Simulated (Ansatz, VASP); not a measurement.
LaPPd3: VASP beside Ansatz

```
La Pd P
1.0
    -4.55720    4.55720    4.55720
     4.55720   -4.55720    4.55720
     4.55720    4.55720   -4.55720
La Pd P
4 12 4
Direct
  0.00000 0.00000 0.00000
  0.00000 0.50000 0.50000
  0.50000 0.00000 0.50000
  0.50000 0.50000 0.00000
  0.31711 0.31711 0.54005
  0.68289 0.22294 0.00000
  0.77706 0.77706 0.45995
  0.22294 0.68289 0.00000
  0.54005 0.31711 0.31711
  0.00000 0.68289 0.22294
  0.45995 0.77706 0.77706
  0.00000 0.22294 0.68289
  0.31711 0.54005 0.31711
  0.22294 0.00000 0.68289
  0.77706 0.45995 0.77706
  0.68289 0.00000 0.22294
  0.62043 0.62043 0.62043
  0.37957 0.00000 0.00000
  0.00000 0.00000 0.37957
  0.00000 0.37957 0.00000
```

Alike in both runs: functional PBE; k mesh 6 × 6 × 6; occupations gaussian, width 0.05 eV; no spin polarisation.

Ansatz relaxed the structure, and its values are those at the end. VASP's run is a single point on that final structure, the one shown.

|  | VASP | Ansatz |
| --- | --- | --- |
| version | VASP 6.6.1 | Ansatz 0.2.0 |
| potentials or method | VASP PAW PBE potentials, release 64 (La, Pd, P), cutoff 520 eV | scalar-relativistic, plane waves, PAW |
| valence electrons in the cell | 184 | 280 |

|  | VASP | Ansatz | Ansatz less VASP |
| --- | --- | --- | --- |
| gap on the k mesh at the Fermi level (eV) | none | none | - |
| pressure (GPa) | -0.2 | 0.0 | +0.14 |
| rms of the force components (eV/Å) | 0.001 | 0.003 | +0.0019 |

A gap of «none» marks a metal or a gap that the smearing closes. The functional is the same, so the differences come from potentials, cutoffs and numerics. VASP's potentials hold 184 valence electrons a cell and Ansatz's 280, so a difference there can come from the potentials and not from the codes.

Spin-orbit coupling is off throughout.
